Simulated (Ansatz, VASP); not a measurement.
Two plane-wave programs on CsAgAs

```
Cs Ag As
1.0
     4.45248    0.00000    0.00000
    -2.22624    3.85596    0.00000
     0.00000    0.00000    5.89390
Cs Ag As
1 1 1
Direct
  0.66667 0.33333 0.50000
  0.00000 0.00000 0.00000
  0.33333 0.66667 0.00000
```

Alike in both runs: task relaxation of cell and atoms; functional PBE; k mesh 12 × 12 × 8; occupations fermi-dirac, width 0.15 eV; no spin polarisation.

|  | VASP | Ansatz |
| --- | --- | --- |
| version | VASP 6.6.1 | Ansatz 0.2.0 |
| potentials or method | VASP PAW PBE potentials, release 64 (Cs_sv, Ag, As), cutoff 600 eV | scalar-relativistic, plane waves, PAW |
| valence electrons in the cell | 25 | 43 |

|  | VASP | Ansatz | Ansatz less VASP |
| --- | --- | --- | --- |
| gap on the k mesh at the Fermi level, each at its own relaxed structure (eV) | none | none | - |
| relaxed volume (Å³/atom) | 33.88 | 33.84 | -0.038 |
| relaxed length of the cell vector where the two differ most in proportion (Å) | 5.873 | 5.870 | -0.0027 |

A gap of «none» marks a metal or a gap that the smearing closes. VASP's potentials hold 25 valence electrons a cell and Ansatz's 43, so a difference there can come from the potentials and not from the codes.

Neither program's run includes spin-orbit coupling.
